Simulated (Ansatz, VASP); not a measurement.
Sn3PbO4 in VASP and in Ansatz

```
CELL_PARAMETERS angstrom
3.84199 0.00000 0.00000
0.00000 7.64716 0.00000
0.00000 0.00000 4.85843
ATOMIC_POSITIONS crystal
Pb 0.50000 0.00000 0.73721
Sn 0.00000 0.25095 0.23074
Sn 0.50000 0.50000 0.76994
Sn 0.00000 0.74905 0.23074
O 0.50000 0.25940 0.00919
O 0.00000 0.00000 0.01011
O 0.50000 0.74060 0.00919
O 0.00000 0.50000 0.00287
```

Alike in both runs: task single point; functional PBE; k mesh 6 × 4 × 6; occupations fermi-dirac, width 0.02 eV; no spin polarisation.

|  | VASP | Ansatz |
| --- | --- | --- |
| version | VASP 6.6.1 | Ansatz 0.2.0 |
| potentials or method | VASP PAW PBE potentials, release 64 (Pb_d, Sn_d, O) | plane waves, PAW |
| plane-wave cutoff (eV) | 520 | 420 |
| valence electrons in the cell | 80 | 80 |

|  | VASP | Ansatz | Ansatz less VASP |
| --- | --- | --- | --- |
| pressure (GPa) | 5.3 | 5.1 | -0.19 |
| rms of the force components (eV/Å) | 0.222 | 0.190 | -0.0321 |

Neither program's run includes spin-orbit coupling.
